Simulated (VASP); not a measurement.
A run of VASP 6.6.1 is set up as follows.

Contents of INCAR:

```
PREC = Accurate
ENCUT = 520
EDIFF = 1E-6
ISMEAR = 0
SIGMA = 0.05
LREAL = F
LASPH = T
NELM = 60
ALGO = Normal
ISIF = 2
LWAVE = F
LCHARG = T
GGA = PS
LELF = T
LVHAR = T
NBANDS = 11
```

Contents of KPOINTS:

```
regular mesh
0
Gamma
  10 10 10
```

File POSCAR:

```
MgO
1.0
    0.0000000000      2.1351500000      2.1351500000
    2.1351500000      0.0000000000      2.1351500000
    2.1351500000      2.1351500000      0.0000000000
Mg O
1 1
Direct
    0.0000000000      0.0000000000      0.0000000000
    0.4765824415      0.4765824415      0.5234175585
```

Potentials or basis: VASP PAW PBE potentials, release 64 (Mg, O).

Command:

```sh
$ cat potpaw_PBE.64/Mg/POTCAR potpaw_PBE.64/O/POTCAR > POTCAR
$ mpirun -np 1 vasp_std > vasp.out
```

Question: Estimate the largest force.

Answer: 0.475 eV/Å.

Question: Predict the pressure.

Answer: -5.4 GPa.

Question: Estimate the band gap on the k mesh.

Answer: 4.25 eV, direct.

Stress tensor (GPa, compression positive):
```
-6.41  0.00  0.00
 0.00 -6.41  0.00
 0.00  0.00 -3.35
```

Caveat: the cell differs from its parent crystal (all O atoms moved -0.100 Å, as atom 2 along Cartesian [0 0 1]); the PAW data sets were made with another functional, which shifts forces and pressure a little.
